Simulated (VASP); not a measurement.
# Ta (I4/mmm) in VASP: further runs

The runs below take Ta through single point, with PBE.

All numbers are computed with VASP 6.6.1; they aren't measurements. Logs are shortened: lines on timing, memory, paths and dates and some standing lists are left out, and cuts for length are marked.

### 1 The cell of the first run

It takes space group I4/mmm (No. 139, tetragonal). The conventional cell has a = 3.303 Å, b = 3.303 Å, c = 3.203 Å, α = 90.00°, β = 90.00°, γ = 90.00°. Ta (site symmetry 4/mmm) has 14 Ta at 2.83 to 3.30 Å within 3.7 Å.

### 2 Single point, PBE (zz strain of -3 %)

The input, INCAR:

```
SYSTEM = Ta
PREC = Accurate ; ENCUT = 520
EDIFF = 1E-6 ; ISMEAR = -1
SIGMA = 0.08 ; LREAL = .FALSE.
LASPH = .TRUE. ; NELM = 60
ALGO = Normal ; ISIF = 2
LWAVE = .FALSE. ; LCHARG = .TRUE.
GGA = PE ; LELF = .TRUE.
LVHAR = .TRUE. ; NBANDS = 12
```

The input, KPOINTS:

```
Automatic mesh
0
G
  17 17 17
  0 0 0
```

The input, POSCAR:

```
Ta
1.0
   -1.6512800000      1.6512800000      1.6017416000
    1.6512800000     -1.6512800000      1.6017416000
    1.6512800000      1.6512800000     -1.6017416000
Ta
1
Direct
    0.0000000000      0.0000000000      0.0000000000
```

Potentials or basis: VASP PAW PBE potentials, release 64 (Ta_pv).

Launch:

```sh
$ cat potpaw_PBE.64/Ta_pv/POTCAR > POTCAR
$ mpirun -np 1 vasp_std > vasp.out
```

OUTCAR:

```text
SYSTEM = Ta
   PREC = Accurate
   ENCUT = 520
   EDIFF = 1E-6
   ISMEAR = -1
   LREAL = .FALSE.
   LASPH = .TRUE.
   NELM = 60
   ISIF = 2
   GGA = PE

 ion  position               nearest neighbor table
   1  0.000  0.000  0.000-

  LATTYP: Found a body centered tetragonal cell.
 ALAT       =     3.3025600000
 C/A-ratio  =     0.9700000000

  Lattice vectors:

 A1 = (  -1.6512800000,   1.6512800000,   1.6017416000)
 A2 = (   1.6512800000,  -1.6512800000,   1.6017416000)
 A3 = (   1.6512800000,   1.6512800000,  -1.6017416000)

Analysis of symmetry for initial positions (statically):
=====================================================================
 Subroutine PRICEL returns:
 Original cell was already a primitive cell.

 Routine SETGRP: Setting up the symmetry group for a
 body centered tetragonal supercell.

 Subroutine GETGRP returns: Found 16 space group operations
 (whereof 16 operations were pure point group operations)
 out of a pool of 16 trial point group operations.

The static configuration has the point symmetry D_4h.

Analysis of symmetry for dynamics (positions and initial velocities):
=====================================================================
 Subroutine PRICEL returns:
 Original cell was already a primitive cell.

 Routine SETGRP: Setting up the symmetry group for a
 body centered tetragonal supercell.

 Subroutine GETGRP returns: Found 16 space group operations
 (whereof 16 operations were pure point group operations)
 out of a pool of 16 trial point group operations.

The dynamic configuration has the point symmetry D_4h.

 Subroutine INISYM returns: Found 16 space group operations
 (whereof 16 operations are pure point group operations),
 and found     1 'primitive' translations

----------------------------------------------------------------------------------------

                                     Primitive cell

  volume of cell :      17.4700

  direct lattice vectors                    reciprocal lattice vectors
    -1.651280000  1.651280000  1.601741600     0.000000000  0.302795407  0.312160214
     1.651280000 -1.651280000  1.601741600     0.302795407  0.000000000  0.312160214
     1.651280000  1.651280000 -1.601741600     0.302795407  0.302795407  0.000000000

  length of vectors
     2.831788733  2.831788733  2.831788733     0.434889707  0.434889707  0.428217371

  position of ions in fractional coordinates (direct lattice)
     0.000000000  0.000000000  0.000000000

  ion indices of the primitive-cell ions
   primitive index   ion index
                 1           1

----------------------------------------------------------------------------------------

 KPOINTS: Automatic mesh

Automatic generation of k-mesh.
 Grid dimensions read from file:
 generate k-points for:   17   17   17

 Generating k-lattice:

  Cartesian coordinates                     Fractional coordinates (reciprocal lattice)
     0.000000000  0.017811495  0.018362366     0.058823529  0.000000000  0.000000000
     0.017811495  0.000000000  0.018362366     0.000000000  0.058823529  0.000000000
     0.017811495  0.017811495  0.000000000     0.000000000  0.000000000  0.058823529

  Length of vectors
     0.025581747  0.025581747  0.025189257

  Shift w.r.t. Gamma in fractional coordinates (k-lattice)
     0.000000000  0.000000000  0.000000000

 Subroutine IBZKPT returns following result:
 ===========================================

 Found    405 irreducible k-points:

 Following reciprocal coordinates:
            Coordinates               Weight
  0.000000  0.000000  0.000000      1.000000
  0.058824 -0.000000  0.000000      8.000000
  0.117647 -0.000000  0.000000      8.000000
  0.176471  0.000000  0.000000      8.000000
  0.235294 -0.000000  0.000000      8.000000
  0.294118  0.000000 -0.000000      8.000000
[... 16 lines left out ...]
 -0.176471  0.058824  0.000000     16.000000
 -0.117647  0.058824  0.000000     16.000000
 [... further k-points ...]
   k-points           NKPTS =    405   k-points in BZ     NKDIM =    405   number of bands    NBANDS=     12
   number of dos      NEDOS =    301   number of ions     NIONS =      1
   total plane-waves  NPLWV =  13824
   dimension x,y,z NGX =    24 NGY =   24 NGZ =   24
   dimension x,y,z NGXF=    48 NGYF=   48 NGZF=   48
   ions per type =               1
   NGX,Y,Z   is equivalent  to a cutoff of  14.09, 14.09, 14.09 a.u.
   NGXF,Y,Z  is equivalent  to a cutoff of  28.18, 28.18, 28.18 a.u.
 SYSTEM =  Ta
   PREC   = accura    normal or accurate (medium, high low for compatibility)
   ISTART =      0    job   : 0-new  1-cont  2-samecut
   ICHARG =      2    charge: 1-file 2-atom 10-const
   ISPIN  =      1    spin polarized calculation?
   LNONCOLLINEAR =      F non collinear calculations
   LSORBIT =      F    spin-orbit coupling
   LASPH  =      T    aspherical Exc in radial PAW
   ENCUT  =  520.0 eV  38.22 Ry    6.18 a.u.   5.27  5.27  5.27*2*pi/ulx,y,z
   NELM   =     60;   NELMIN=  2; NELMDL= -5     # of ELM steps
   EDIFF  = 0.1E-05   stopping-criterion for ELM
   LREAL  =      F    real-space projection
   EDIFFG = 0.1E-04   stopping-criterion for IOM
   NSW    =      0    number of steps for IOM
   IBRION =     -1    ionic relax: 0-MD 1-quasi-New 2-CG
   NFREE  =      0    steps in history (QN), initial steepest desc. (CG)
   ISIF   =      2    stress and relaxation
   ISYM   =      2    0-nonsym 1-usesym 2-fastsym
   POTIM  = 0.5000    time-step for ionic-motion
   TEBEG  =    0.0;   TEEND  =   0.0 temperature during run
   PSTRESS=    0.0 pullay stress
   NELECT =      11.0000    total number of electrons
   NUPDOWN=      -1.0000    fix difference up-down
   EMIN   =  10.00;   EMAX   =-10.00  energy-range for DOS
   EFERMI =   0.00;   METHOD = LEGACY
   ISMEAR =    -1;   SIGMA  =   0.08  broadening in eV -4-tet -1-fermi 0-gaus
   EFERMI_NEDOS =   21; number of points for ismear=-14 and -15
   IALGO  =     38    algorithm
   IMIX   =      4    mixing-type and parameters
     AMIX     =   0.40;   BMIX     =  1.00
     AMIX_MAG =   1.60;   BMIX_MAG =  1.00
  volume/ion in A,a.u.               =      17.47       117.89
  Fermi-wavevector in a.u.,A,eV,Ry     =   1.403162  2.651591 26.788009  1.968863
  Thomas-Fermi vector in A             =   2.525851
   LORBIT       =      0    0 simple, 1 ext, 2 COOP (PROOUT), +10 PAW based schemes
   GGA     = PE    functional components
   LHFCALC =     F    Hartree Fock is set to
   AEXX    =    0.0000 exact exchange contribution
   IVDW    =     0    specifies the selected vdW correction
   LEPSILON=     F    determine dielectric tensor
   LRPA    =     F    only Hartree local field effects (RPA)
 non-spin polarized calculation
  energy-cutoff  :      520.00
  volume of cell :       17.47
 maximum number of plane-waves:       482
 NGX is ok and might be reduce to    24
   NGX = 11   NGY = 11   NGZ = 11

 number of electron      11.0000001 magnetization

 Free energy of the ion-electron system (eV)
  ---------------------------------------------------
  ext. energy  EPLUGINS =         0.00000000
  ---------------------------------------------------
  free energy    TOTEN  =       -11.79816862 eV

  energy without entropy =      -11.77148261  energy(sigma->0) =      -11.78482562

 E-fermi :   5.7384     XC(G=0): -12.7748

 val. band max:        5.7353830532   @ k =   0.1176   0.0588   0.0588
 cond. band min:       5.7403394621   @ k =   0.2353  -0.0000   0.0000
 fundamental gap:      0.0049564089
 Fermi energy:         5.7383663962

 k-point     1 :       0.0000    0.0000    0.0000
  band No.  band energies     occupation
      1     -27.2135      2.00000
      2     -27.2135      2.00000
      3     -27.2058      2.00000
      4      -2.2959      2.00000
      5       6.2089      0.00556
      6       6.6173      0.00003
      7       6.6173      0.00003
      8       9.5609      0.00000
      9      10.1279      0.00000
     10      20.5409      0.00000
     11      20.7110      0.00000
     12      20.7110      0.00000

 k-point     2 :       0.0588   -0.0000    0.0000
  band No.  band energies     occupation
      1     -27.2579      2.00000
      2     -27.2285      2.00000
      3     -27.2102      2.00000
      4      -2.1329      2.00000
      5       6.2003      0.00619
      6       6.5800      0.00005
      7       6.6740      0.00002
      8       9.5209      0.00000
      9       9.9968      0.00000
     10      20.5408      0.00000
     11      20.9840      0.00000
     12      20.9992      0.00000

 k-point     3 :       0.1176   -0.0000    0.0000
  band No.  band energies     occupation
      1     -27.3933      2.00000
      2     -27.2710      2.00000
      3     -27.2126      2.00000
      4      -1.6638      2.00000
      5       5.9759      0.09773
      6       6.4257      0.00037
      7       7.0687      0.00000
      8       9.3650      0.00000
      9       9.8355      0.00000
     10      20.5405      0.00000
     11      21.4634      0.00000
     12      21.8298      0.00000
[... 286 lines left out ...]
 k-point    23 :      -0.1765    0.0588    0.0000
  band No.  band energies     occupation
      1     -27.5160      2.00000
      2     -27.2941      2.00000
      3     -27.2271      2.00000
      4      -1.2358      2.00000
      5       5.7738      0.78199
      6       6.1779      0.00819
      7       7.6071      0.00000
      8       9.0030      0.00000
      9      10.0329      0.00000
     10      20.5400      0.00000
     11      21.7327      0.00000
     12      22.5662      0.00000

 k-point    24 :      -0.1176    0.0588    0.0000
  band No.  band energies     occupation
      1     -27.3524      2.00000
      2     -27.2403      2.00000
      3     -27.2219      2.00000
      4      -1.8265      2.00000
      5       6.0884      0.02485
      6       6.3998      0.00051
      7       7.0342      0.00000
      8       9.1950      0.00000
      9      10.0544      0.00000
     10      20.5406      0.00000
     11      21.1931      0.00000
     12      21.7458      0.00000

 [... further k-points ...]
[... 5 lines left out ...]
  --------------------------------------------------------------------------------------
  -------------------------------------------------------------------------------------
  Total        0.9727337      0.9727337      1.3602984      0.0000000     -0.0000000      0.0000000
  in kB       89.2094055     89.2094055    124.7529670      0.0000000     -0.0000000      0.0000000
  external PRESSURE =     101.0572593 kB  Pullay stress =       0.0000000 kB

 VOLUME and BASIS-vectors are now :
 -----------------------------------------------------------------------------
  energy-cutoff  :      520.00
  volume of cell :       17.47
      direct lattice vectors                 reciprocal lattice vectors
    -1.651280000  1.651280000  1.601741600     0.000000000  0.302795407  0.312160214
     1.651280000 -1.651280000  1.601741600     0.302795407  0.000000000  0.312160214
     1.651280000  1.651280000 -1.601741600     0.302795407  0.302795407  0.000000000

 POSITION                                       TOTAL-FORCE (eV/Angst)
 -----------------------------------------------------------------------------------
      0.00000      0.00000      0.00000        -0.000000      0.000000      0.000000
 -----------------------------------------------------------------------------------
    total drift:                                0.000000      0.000000     -0.000000

  FREE ENERGIE OF THE ION-ELECTRON SYSTEM (eV)
  ---------------------------------------------------
  free  energy   TOTEN  =       -11.7981686241 eV

  energy  without entropy=      -11.7714826079  energy(sigma->0) =      -11.78482562
```

It took 67 s on 1 thread of AMD EPYC 7R43 (Zen 3), shared host; peak memory 0.17 GiB.

Results:

| Quantity | Value |
| --- | --- |
| Free energy | -11.7982 eV |
| Pressure | 10.1 GPa |

Levels at points of the mesh, in eV from the Fermi level:
```tsv
k point	band 1	band 2	band 3	band 4	band 5	band 6	band 7	band 8	band 9	band 10
(0.00, 0.00, 0.00)	-32.95	-32.95	-32.94	-8.03	0.47	0.88	0.88	3.82	4.39	14.80
```

Caveat: the cell differs from its parent crystal (zz strain of -3 %); spin-orbit coupling is left out, which moves the levels of the heavy elements.

### 3 Single point, PBE (zz strain of -1 %)

The input, INCAR:

```
ALGO = Normal
EDIFF = 1E-6
ENCUT = 520
GGA = PE
ISIF = 2
ISMEAR = -1
LASPH = T
LCHARG = T
LELF = T
LREAL = F
LVHAR = T
LWAVE = F
NBANDS = 12
NELM = 60
PREC = Accurate
SIGMA = 0.08
```

The input, KPOINTS:

```
k-points
0
Gamma
  17 17 17
```

The input, POSCAR:

```
Ta
1.0
   -1.6512800000      1.6512800000      1.6347672000
    1.6512800000     -1.6512800000      1.6347672000
    1.6512800000      1.6512800000     -1.6347672000
Ta
1
Direct
    0.0000000000      0.0000000000      0.0000000000
```

Potentials or basis: VASP PAW PBE potentials, release 64 (Ta_pv).

Launch:

```sh
$ cat potpaw_PBE.64/Ta_pv/POTCAR > POTCAR
$ mpirun -np 1 vasp_std > vasp.out
```

Run time: 61 s. Hardware: 1 thread of AMD EPYC 7R43 (Zen 3), shared host; peak memory 0.17 GiB.

Results (log left out):

- Free energy: -11.8190 eV
- Pressure: 5.4 GPa

Stress tensor (GPa, compression positive):
```
5.03 0.00 0.00
0.00 5.03 0.00
0.00 0.00 6.12
```

Levels at points of the mesh, in eV from the Fermi level:
| k point | band 3 | band 4 | band 5 | band 6 | band 7 | band 8 | band 9 | band 10 |
| --- | --- | --- | --- | --- | --- | --- | --- | --- |
| (0.00, 0.00, 0.00) | -33.03 | -7.96 | 0.65 | 0.78 | 0.78 | 3.95 | 4.13 | 14.73 |

Caveat: the cell differs from its parent crystal (zz strain of -1 %); spin-orbit coupling is left out, which moves the levels of the heavy elements.
